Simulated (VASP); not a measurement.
# Si (P6_3/mmc) in VASP: further runs

The runs below take Si through single point, relaxation of cell and atoms, with PBE.

Everything below comes from runs of VASP 6.6.1. Logs are shortened: lines on timing, memory, paths and dates and some standing lists are left out, and cuts for length are marked.

## (1) The cell of the first run

It takes space group P6_3/mmc (No. 194, hexagonal). Conventional cell: a = 2.447 Å, b = 2.447 Å, c = 4.067 Å, α = 90.00°, β = 90.00°, γ = 120.00°. Within 3.2 Å of Si (site symmetry -6m2) lie 12 Si at 2.45 to 2.48 Å.

## (2) Single point, PBE

Input file INCAR:

```
PREC = Accurate
ENCUT = 520
EDIFF = 1E-7
ISMEAR = -1
SIGMA = 0.1
LREAL = F
LASPH = T
NELM = 80
ALGO = Normal
ISIF = 2
LWAVE = F
LCHARG = F
GGA = PE
NBANDS = 11
```

Input file KPOINTS:

```
regular mesh
0
Gamma
  17 17 9
```

Input file POSCAR:

```
Si
1.0
    2.4465905725      0.0000000000      0.0000000000
   -1.2232952863      2.1188095884      0.0000000000
    0.0000000000      0.0000000000      4.0667550457
Si
2
Direct
    0.3333333333      0.6666666667      0.2500000000
    0.6666666667      0.3333333333      0.7500000000
```

Potentials or basis: VASP PAW PBE potentials, release 64 (Si).

Run with:

```sh
cat potpaw_PBE.64/Si/POTCAR > POTCAR
mpirun -np 1 vasp_std > vasp.out
```

OUTCAR:

```text
PREC = Accurate
   ENCUT = 520
   EDIFF = 1E-7
   ISMEAR = -1
   LREAL = F
   LASPH = T
   NELM = 80
   ISIF = 2
   GGA = PE

 ion  position               nearest neighbor table
   1  0.333  0.667  0.250-   2 2.48   2 2.48   2 2.48   2 2.48   2 2.48   2 2.48
   2  0.667  0.333  0.750-   1 2.48   1 2.48   1 2.48   1 2.48   1 2.48   1 2.48

  LATTYP: Found a hexagonal cell.
 ALAT       =     2.4465905725
 C/A-ratio  =     1.6622131596

  Lattice vectors:

 A1 = (   2.4465905725,   0.0000000000,   0.0000000000)
 A2 = (  -1.2232952863,   2.1188095884,   0.0000000000)
 A3 = (   0.0000000000,   0.0000000000,   4.0667550457)

Analysis of symmetry for initial positions (statically):
=====================================================================
 Subroutine PRICEL returns:
 Original cell was already a primitive cell.

 Routine SETGRP: Setting up the symmetry group for a
 hexagonal supercell.

 Subroutine GETGRP returns: Found 24 space group operations
 (whereof 12 operations were pure point group operations)
 out of a pool of 24 trial point group operations.

The static configuration has the point symmetry D_3d.
 The point group associated with its full space group is D_6h.

Analysis of symmetry for dynamics (positions and initial velocities):
=====================================================================
 Subroutine PRICEL returns:
 Original cell was already a primitive cell.

 Routine SETGRP: Setting up the symmetry group for a
 hexagonal supercell.

 Subroutine GETGRP returns: Found 24 space group operations
 (whereof 12 operations were pure point group operations)
 out of a pool of 24 trial point group operations.

The dynamic configuration has the point symmetry D_3d.
 The point group associated with its full space group is D_6h.

 Subroutine INISYM returns: Found 24 space group operations
 (whereof 12 operations are pure point group operations),
 and found     1 'primitive' translations

----------------------------------------------------------------------------------------

                                     Primitive cell

  volume of cell :      21.0815

  direct lattice vectors                    reciprocal lattice vectors
     2.446590572  0.000000000  0.000000000     0.408732058  0.235981564  0.000000000
    -1.223295286  2.118809588  0.000000000     0.000000000  0.471963128  0.000000000
     0.000000000  0.000000000  4.066755046     0.000000000  0.000000000  0.245896295

  length of vectors
     2.446590572  2.446590572  4.066755046     0.471963128  0.471963128  0.245896295

  position of ions in fractional coordinates (direct lattice)
     0.333333333  0.666666667  0.250000000
     0.666666667  0.333333333  0.750000000

  ion indices of the primitive-cell ions
   primitive index   ion index
                 1           1
                 2           2

----------------------------------------------------------------------------------------

 KPOINTS: regular mesh

Automatic generation of k-mesh.
 Grid dimensions read from file:
 generate k-points for:   17   17    9

 Generating k-lattice:

  Cartesian coordinates                     Fractional coordinates (reciprocal lattice)
     0.024043062  0.013881268  0.000000000     0.058823529  0.000000000  0.000000000
     0.000000000  0.027762537  0.000000000     0.000000000  0.058823529  0.000000000
     0.000000000  0.000000000  0.027321811     0.000000000  0.000000000  0.111111111

  Length of vectors
     0.027762537  0.027762537  0.027321811

  Shift w.r.t. Gamma in fractional coordinates (k-lattice)
     0.000000000  0.000000000  0.000000000

 Subroutine IBZKPT returns following result:
 ===========================================

 Found    165 irreducible k-points:

 Following reciprocal coordinates:
            Coordinates               Weight
  0.000000  0.000000  0.000000      1.000000
  0.058824 -0.000000  0.000000      6.000000
  0.117647  0.000000  0.000000      6.000000
  0.176471 -0.000000  0.000000      6.000000
  0.235294  0.000000  0.000000      6.000000
  0.294118  0.000000  0.000000      6.000000
[... 16 lines left out ...]
  0.411765  0.117647  0.000000     12.000000
  0.176471  0.176471  0.000000      6.000000
 [... further k-points ...]
   k-points           NKPTS =    165   k-points in BZ     NKDIM =    165   number of bands    NBANDS=     11
   number of dos      NEDOS =    301   number of ions     NIONS =      2
   total plane-waves  NPLWV =   9720
   dimension x,y,z NGX =    18 NGY =   18 NGZ =   30
   dimension x,y,z NGXF=    36 NGYF=   36 NGZF=   60
   ions per type =               2
   NGX,Y,Z   is equivalent  to a cutoff of  12.23, 12.23, 12.26 a.u.
   NGXF,Y,Z  is equivalent  to a cutoff of  24.46, 24.46, 24.53 a.u.
 SYSTEM =  unknown system
   PREC   = accura    normal or accurate (medium, high low for compatibility)
   ISTART =      0    job   : 0-new  1-cont  2-samecut
   ICHARG =      2    charge: 1-file 2-atom 10-const
   ISPIN  =      1    spin polarized calculation?
   LNONCOLLINEAR =      F non collinear calculations
   LSORBIT =      F    spin-orbit coupling
   LASPH  =      T    aspherical Exc in radial PAW
   ENCUT  =  520.0 eV  38.22 Ry    6.18 a.u.   4.55  4.55  7.56*2*pi/ulx,y,z
   NELM   =     80;   NELMIN=  2; NELMDL= -5     # of ELM steps
   EDIFF  = 0.1E-06   stopping-criterion for ELM
   LREAL  =      F    real-space projection
   EDIFFG = 0.1E-05   stopping-criterion for IOM
   NSW    =      0    number of steps for IOM
   IBRION =     -1    ionic relax: 0-MD 1-quasi-New 2-CG
   NFREE  =      0    steps in history (QN), initial steepest desc. (CG)
   ISIF   =      2    stress and relaxation
   ISYM   =      2    0-nonsym 1-usesym 2-fastsym
   POTIM  = 0.5000    time-step for ionic-motion
   TEBEG  =    0.0;   TEEND  =   0.0 temperature during run
   PSTRESS=    0.0 pullay stress
   NELECT =       8.0000    total number of electrons
   NUPDOWN=      -1.0000    fix difference up-down
   EMIN   =  10.00;   EMAX   =-10.00  energy-range for DOS
   EFERMI =   0.00;   METHOD = LEGACY
   ISMEAR =    -1;   SIGMA  =   0.10  broadening in eV -4-tet -1-fermi 0-gaus
   EFERMI_NEDOS =   21; number of points for ismear=-14 and -15
   IALGO  =     38    algorithm
   IMIX   =      4    mixing-type and parameters
     AMIX     =   0.40;   BMIX     =  1.00
     AMIX_MAG =   1.60;   BMIX_MAG =  1.00
  volume/ion in A,a.u.               =      10.54        71.13
  Fermi-wavevector in a.u.,A,eV,Ry     =   1.185235  2.239769 19.113215  1.404782
  Thomas-Fermi vector in A             =   2.321433
   LORBIT       =      0    0 simple, 1 ext, 2 COOP (PROOUT), +10 PAW based schemes
   GGA     = PE    functional components
   LHFCALC =     F    Hartree Fock is set to
   AEXX    =    0.0000 exact exchange contribution
   IVDW    =     0    specifies the selected vdW correction
   LEPSILON=     F    determine dielectric tensor
   LRPA    =     F    only Hartree local field effects (RPA)
 non-spin polarized calculation
  energy-cutoff  :      520.00
  volume of cell :       21.08
 maximum number of plane-waves:       586
   NGX =  9   NGY =  9   NGZ = 15

 number of electron       8.0000001 magnetization

 Free energy of the ion-electron system (eV)
  ---------------------------------------------------
  ext. energy  EPLUGINS =         0.00000000
  ---------------------------------------------------
  free energy    TOTEN  =        -8.87813278 eV

  energy without entropy =       -8.85789667  energy(sigma->0) =       -8.86801473

 E-fermi :  14.8509     XC(G=0): -12.5218

 val. band max:       14.8286766968   @ k =   0.3529   0.1765   0.4444
 cond. band min:      14.8626874199   @ k =   0.3529   0.0588   0.2222
 fundamental gap:      0.0340107231
 Fermi energy:        14.8509206102

 k-point     1 :       0.0000    0.0000    0.0000
  band No.  band energies     occupation
      1      -2.8049      2.00000
      2       5.6054      2.00000
      3       5.9370      2.00000
      4      26.0559      0.00000
      5      26.0559      0.00000
      6      26.4873      0.00000
      7      26.4873      0.00000
      8      27.2471      0.00000
      9      30.0261      0.00000
     10      31.0069      0.00000
     11      32.4149      0.00000

 k-point     2 :       0.0588   -0.0000    0.0000
  band No.  band energies     occupation
      1      -2.6930      2.00000
      2       5.7095      2.00000
      3       6.0447      2.00000
      4      23.8444      0.00000
      5      24.7512      0.00000
      6      26.2411      0.00000
      7      27.9724      0.00000
      8      28.1949      0.00000
      9      29.9419      0.00000
     10      30.9304      0.00000
     11      31.4423      0.00000

 k-point     3 :       0.1176    0.0000    0.0000
  band No.  band energies     occupation
      1      -2.3578      2.00000
      2       6.0218      2.00000
      3       6.3660      2.00000
      4      20.9877      0.00000
      5      23.4418      0.00000
      6      25.2290      0.00000
      7      27.9043      0.00000
      8      28.4842      0.00000
      9      29.6697      0.00000
     10      29.8187      0.00000
     11      30.5023      0.00000

 k-point     4 :       0.1765   -0.0000    0.0000
  band No.  band energies     occupation
      1      -1.8007      2.00000
      2       6.5423      2.00000
      3       6.8952      2.00000
      4      18.1525      0.00000
      5      22.3179      0.00000
      6      23.9129      0.00000
      7      25.8597      0.00000
      8      26.1719      0.00000
      9      29.2441      0.00000
     10      29.8772      0.00000
     11      30.0729      0.00000

 k-point     5 :       0.2353    0.0000    0.0000
  band No.  band energies     occupation
      1      -1.0240      2.00000
      2       7.2706      2.00000
      3       7.6185      2.00000
      4      15.4530      0.00484
      5      21.3826      0.00000
      6      22.2624      0.00000
      7      23.2008      0.00000
      8      24.6036      0.00000
      9      28.4613      0.00000
     10      29.0723      0.00000
     11      29.9563      0.00000
[... 211 lines left out ...]
 k-point    21 :       0.2941    0.1176    0.0000
  band No.  band energies     occupation
      1       1.5011      2.00000
      2       9.4332      2.00000
      3       9.6565      2.00000
      4      11.3449      2.00000
      5      15.8622      0.00008
      6      18.5728      0.00000
      7      19.3797      0.00000
      8      24.1408      0.00000
      9      24.1894      0.00000
     10      26.6444      0.00000
     11      32.5521      0.00000

 k-point    22 :       0.3529    0.1176    0.0000
  band No.  band energies     occupation
      1       2.9091      2.00000
      2       8.1920      2.00000
      3      10.9881      2.00000
      4      11.6658      2.00000
      5      15.1903      0.06499
      6      16.4426      0.00000
      7      17.6942      0.00000
      8      23.6903      0.00000
      9      23.8398      0.00000
     10      26.2958      0.00000
     11      32.6882      0.00000

 k-point    23 :       0.4118    0.1176    0.0000
  band No.  band energies     occupation
      1       4.5127      2.00000
      2       6.3029      2.00000
      3      12.4310      2.00000
      4      12.9251      2.00000
      5      14.2454      1.99532
      6      14.5956      1.85552
      7      16.7275      0.00000
      8      23.4675      0.00000
      9      23.6637      0.00000
     10      26.1175      0.00000
     11      32.7055      0.00000

 k-point    24 :       0.1765    0.1765    0.0000
  band No.  band energies     occupation
      1       0.1888      2.00000
      2       8.4140      2.00000
      3       8.7054      2.00000
      4      14.6473      1.76900
      5      15.0128      0.33083
      6      21.8207      0.00000
      7      22.4352      0.00000
      8      23.5434      0.00000
      9      23.7321      0.00000
     10      29.3858      0.00000
     11      30.7397      0.00000

 [... further k-points ...]
[... 5 lines left out ...]
  --------------------------------------------------------------------------------------
  -------------------------------------------------------------------------------------
  Total        7.1956804      7.1956804      7.2043627     -0.0000000     -0.0000000     -0.0000000
  in kB      546.8663601    546.8663601    547.5262035     -0.0000000     -0.0000000     -0.0000000
  external PRESSURE =     547.0863079 kB  Pullay stress =       0.0000000 kB

 VOLUME and BASIS-vectors are now :
 -----------------------------------------------------------------------------
  energy-cutoff  :      520.00
  volume of cell :       21.08
      direct lattice vectors                 reciprocal lattice vectors
     2.446590572  0.000000000  0.000000000     0.408732058  0.235981564  0.000000000
    -1.223295286  2.118809588  0.000000000     0.000000000  0.471963128  0.000000000
     0.000000000  0.000000000  4.066755046     0.000000000  0.000000000  0.245896295

 POSITION                                       TOTAL-FORCE (eV/Angst)
 -----------------------------------------------------------------------------------
     -0.00000      1.41254      1.01669        -0.000000      0.000000      0.000000
      1.22330      0.70627      3.05007         0.000000     -0.000000      0.000000
 -----------------------------------------------------------------------------------
    total drift:                               -0.000000      0.000000     -0.000000

  FREE ENERGIE OF THE ION-ELECTRON SYSTEM (eV)
  ---------------------------------------------------
  free  energy   TOTEN  =        -8.8781327843 eV

  energy  without entropy=       -8.8578966707  energy(sigma->0) =       -8.86801473
```

Run time: 16 s. Hardware: 1 thread of Intel Xeon 6975P-C (Granite Rapids), shared host; peak memory 0.14 GiB.

What came out:

```
Free energy            : -8.8781 eV
Pressure               : 54.7 GPa
Band gap on the k mesh : zero (band 4 reaches 26.06 eV, above the bottom of band 5 at 11.21 eV)
```

Levels at points of the mesh, in eV from the Fermi level:
```tsv
k point	band 1	band 2	band 3	band 4	band 5	band 6	band 7	band 8	band 9
(0.00, 0.00, 0.00)	-17.66	-9.25	-8.91	11.20	11.20	11.64	11.64	12.40	15.18
```

## (3) Single point, PBE

Input file INCAR:

```
SYSTEM = Si
PREC = Accurate ; ENCUT = 520
EDIFF = 1E-6 ; ISMEAR = -1
SIGMA = 0.1 ; LREAL = .FALSE.
LASPH = .TRUE. ; NELM = 60
ALGO = Normal ; ISIF = 2
LWAVE = .FALSE. ; LCHARG = .FALSE.
GGA = PE ; NBANDS = 11
```

Input file KPOINTS:

```
regular mesh
0
G
  17 17 9
  0 0 0
```

Input file POSCAR:

```
Si
1.0
    2.4466617508      0.0000000000      0.0000000000
   -1.2233308754      2.1188712307      0.0000000000
    0.0000000000      0.0000000000      4.0668125800
Si
2
Direct
    0.3333333333      0.6666666667      0.2500000000
    0.6666666667      0.3333333333      0.7500000000
```

Potentials or basis: VASP PAW PBE potentials, release 64 (Si).

Run with:

```sh
cat potpaw_PBE.64/Si/POTCAR > POTCAR
mpirun -np 1 vasp_std > vasp.out
```

OUTCAR:

```text
SYSTEM = Si
   PREC = Accurate
   ENCUT = 520
   EDIFF = 1E-6
   ISMEAR = -1
   LREAL = .FALSE.
   LASPH = .TRUE.
   NELM = 60
   ISIF = 2
   GGA = PE

 ion  position               nearest neighbor table
   1  0.333  0.667  0.250-   2 2.48   2 2.48   2 2.48   2 2.48   2 2.48   2 2.48
   2  0.667  0.333  0.750-   1 2.48   1 2.48   1 2.48   1 2.48   1 2.48   1 2.48

  LATTYP: Found a hexagonal cell.
 ALAT       =     2.4466617508
 C/A-ratio  =     1.6621883179

  Lattice vectors:

 A1 = (   2.4466617508,   0.0000000000,   0.0000000000)
 A2 = (  -1.2233308754,   2.1188712307,   0.0000000000)
 A3 = (   0.0000000000,   0.0000000000,   4.0668125800)

Analysis of symmetry for initial positions (statically):
=====================================================================
 Subroutine PRICEL returns:
 Original cell was already a primitive cell.

 Routine SETGRP: Setting up the symmetry group for a
 hexagonal supercell.

 Subroutine GETGRP returns: Found 24 space group operations
 (whereof 12 operations were pure point group operations)
 out of a pool of 24 trial point group operations.

[... 164 lines left out ...]

 val. band max:       14.8273403795   @ k =   0.3529   0.1765   0.4444
 cond. band min:      14.8616456663   @ k =   0.3529   0.0588   0.2222
 fundamental gap:      0.0343052868
 Fermi energy:        14.8497570073

 k-point     1 :       0.0000    0.0000    0.0000
  band No.  band energies     occupation
      1      -2.8053      2.00000
      2       5.6049      2.00000
      3       5.9363      2.00000
      4      26.0537      0.00000
      5      26.0537      0.00000
      6      26.4855      0.00000
      7      26.4855      0.00000
      8      27.2459      0.00000
      9      30.0244      0.00000
     10      31.0046      0.00000
     11      32.4129      0.00000
[... 309 lines left out ...]
 k-point    24 :       0.1765    0.1765    0.0000
  band No.  band energies     occupation
      1       0.1882      2.00000
      2       8.4133      2.00000
      3       8.7046      2.00000
      4      14.6461      1.76913
      5      15.0112      0.33189
      6      21.8192      0.00000
      7      22.4336      0.00000
      8      23.5416      0.00000
      9      23.7307      0.00000
     10      29.3839      0.00000
     11      30.7374      0.00000

 [... further k-points ...]
[... 5 lines left out ...]
  --------------------------------------------------------------------------------------
  -------------------------------------------------------------------------------------
  Total        7.1933664      7.1933664      7.2022544      0.0000000     -0.0000000      0.0000000
  in kB      546.6509489    546.6509489    547.3263825      0.0000000     -0.0000000      0.0000000
  external PRESSURE =     546.8760934 kB  Pullay stress =       0.0000000 kB

 VOLUME and BASIS-vectors are now :
 -----------------------------------------------------------------------------
  energy-cutoff  :      520.00
  volume of cell :       21.08
      direct lattice vectors                 reciprocal lattice vectors
     2.446661751  0.000000000  0.000000000     0.408720167  0.235974699  0.000000000
    -1.223330875  2.118871231  0.000000000     0.000000000  0.471949397  0.000000000
     0.000000000  0.000000000  4.066812580     0.000000000  0.000000000  0.245892817

 POSITION                                       TOTAL-FORCE (eV/Angst)
 -----------------------------------------------------------------------------------
     -0.00000      1.41258      1.01670         0.000000      0.000000      0.000000
      1.22333      0.70629      3.05011        -0.000000     -0.000000      0.000000
 -----------------------------------------------------------------------------------
    total drift:                               -0.000000      0.000000     -0.000000

  FREE ENERGIE OF THE ION-ELECTRON SYSTEM (eV)
  ---------------------------------------------------
  free  energy   TOTEN  =        -8.8786534199 eV

  energy  without entropy=       -8.8584189705  energy(sigma->0) =       -8.86853620
```

stdout:

```text
POSCAR found type information on POSCAR Si
 POSCAR found :  1 types and       2 ions
 scaLAPACK will be used
 LDA part: xc-table for (Slater+PW92), standard interpolation
 POSCAR, INCAR and KPOINTS ok, starting setup
 FFT: planning ... GRIDC
 FFT: planning ... GRID_SOFT
 FFT: planning ... GRID
 WAVECAR not read
 entering main loop
```

Wall time 15 s (1 thread of Intel Xeon 6975P-C (Granite Rapids), shared host); peak memory 0.14 GiB.

Results:

```yaml
Free_energy: -8.8787 eV
Pressure: 54.7 GPa
Band_gap_on_the_k_mesh: zero (band 4 reaches 26.05 eV, above the bottom of band 5 at 11.21 eV)
```

Levels at points of the mesh, in eV from the Fermi level:
| k point | band 1 | band 2 | band 3 | band 4 | band 5 | band 6 | band 7 | band 8 | band 9 |
| --- | --- | --- | --- | --- | --- | --- | --- | --- | --- |
| (0.00, 0.00, 0.00) | -17.66 | -9.24 | -8.91 | 11.20 | 11.20 | 11.64 | 11.64 | 12.40 | 15.17 |

(Continued in part 2 of 2.)
